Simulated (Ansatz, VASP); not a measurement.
## Two plane-wave programs on ZnCu

INCAR

```
SYSTEM = ZnCu
  ALGO = Fast
  EDIFF = 1E-6
  ENCUT = 520
  GGA = PE
  ISIF = 2
  ISMEAR = 0
  LASPH = .TRUE.
  LCHARG = .FALSE.
  LREAL = .FALSE.
  LWAVE = .FALSE.
  NBANDS = 18
  NELM = 100
  PREC = Accurate
  SIGMA = 0.15
```

The input KPOINTS:

```
k-points
0
G
  16 16 16
  0 0 0
```

File POSCAR:

```
ZnCu
1.0
    2.9450000000      0.0000000000      0.0000000000
    0.0000000000      2.9450000000      0.0000000000
    0.0000000000      0.0000000000      2.9450000000
Zn Cu
1 1
Direct
    0.5196044234      0.5196044234      0.5196044234
    0.0000000000      0.0000000000      0.0000000000
```

Input for Ansatz:

```yaml
crystal:
  lattice:
    - [2.945, 0.0, 0.0]
    - [0.0, 2.945, 0.0]
    - [0.0, 0.0, 2.945]
  atoms:
    - { symbol: Zn, position: [0.5196044234, 0.5196044234, 0.5196044234] }
    - { symbol: Cu, position: [0.0, 0.0, 0.0] }
basis:
  ecutwfc: 420
kpoints:
  mp_grid: { grid: [16, 16, 16] }
hamiltonian:
  xc: pbe
scf:
  occupations: { method: gaussian, width: 0.15 }
output:
  forces: true
  stress: true
  eigenvalues: true
```

Change from the starting cell: all Zn atoms moved -0.100 Å, as atom 1 towards its neighbour atom 2 (Cu) at 2.550 Å.

Alike in both runs: task single point; functional PBE; k mesh 16 × 16 × 16; occupations gaussian, width 0.15 eV; no spin polarisation.

```csv
,VASP,Ansatz
version,VASP 6.6.1,Ansatz 0.2.0
potentials or method,"VASP PAW PBE potentials, release 64 (Zn, Cu), cutoff 520 eV","scalar-relativistic, plane waves, PAW"
valence electrons in the cell,23,31
```

|  | VASP | Ansatz | Ansatz less VASP |
| --- | --- | --- | --- |
| gap on the k mesh at the Fermi level (eV) | none | none | - |
| pressure (GPa) | 3.6 | 2.9 | -0.75 |
| traceless stress, the component that is largest in VASP (GPa) | 0.40 | 0.39 | -0.007 |
| rms of the force components (eV/Å) | 0.289 | 0.285 | -0.0045 |

Atom by atom the forces differ by 0.004 eV/Å (rms over components). A gap of «none» marks a metal or a gap that the smearing closes. With one functional, cell and mesh, what is left measures potentials, basis and numerics. VASP's potentials hold 23 valence electrons a cell and Ansatz's 31, so a difference there can come from the potentials and not from the codes.
